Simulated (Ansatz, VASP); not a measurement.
## Na in VASP and in Ansatz

```
CELL_PARAMETERS angstrom
3.30755 0.00000 0.00000
-1.65377 2.86442 0.00000
0.00000 0.00000 5.35823
ATOMIC_POSITIONS crystal
Na 0.33333 0.66667 0.25000
Na 0.66667 0.33333 0.75000
```

Change from the starting cell: volume scaled by 0.76, LAPW.

Alike in both runs: task single point; functional LDA; k mesh 12 × 12 × 7; occupations fermi-dirac, width 0.05 eV; no spin polarisation.

```csv
,VASP,Ansatz
version,VASP 6.6.1,Ansatz 0.2.0
potentials or method,"VASP PAW LDA potentials, release 64 (Na_pv), cutoff 520 eV","all-electron LAPW, scalar-relativistic"
```

Ansatz gave:

```
pressure (GPa) : 4.2
```

**Question.** Estimate VASP's values.

**Answer.** Pressure (GPa): 4.1.

LDA's correlation is that of Perdew and Zunger in VASP and of Perdew and Wang (1992) in Ansatz. Ansatz ran all-electron here, and VASP with PAW potentials.
